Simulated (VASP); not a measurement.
Runs of VASP 6.6.1 on Ta2Mo. The structure is that of space group Fm-3m (No. 225), or close to it. The cells are those of the table. 

```tsv
task	spin	cell	k mesh	cutoff (eV)	gap on the mesh (eV)	pressure (GPa)	relaxed volume (Å³/atom)
relaxation of cell and atoms	off	relaxed from a = 4.428 Å, angles 60.0°, 3 atoms	12 × 12 × 12	600	none	0.0	20.48
relaxation of cell and atoms	off	relaxed from a = 4.432 Å, angles 60.0°, 3 atoms	6 × 6 × 6	600	none	0.0	20.48
single point	collinear, ferromagnetic start	a = 4.428 Å, angles 60.0°, 3 atoms	6 × 6 × 6	520	none	(a)	-
single point	off	a = 4.432 Å, angles 60.0°, 3 atoms	6 × 6 × 6	520	none	-0.3	-
single point	off	a = 4.428 Å, angles 60.0°, 3 atoms	12 × 12 × 12	520	none	0.2	-
```

Alike in all rows: level PBE; potentials or basis VASP PAW PBE potentials, release 64 (Ta_pv, Mo_sv); smearing gaussian 0.1 eV.

Fill in the values left out.

(a) 0.1.

Caveats: spin-orbit coupling is left out, which moves the levels of the heavy elements.

A k mesh can miss the band edges, and the runs leave out spin-orbit coupling on Mo, Ta.

A gap of «none» marks levels without a gap at the run's occupations.
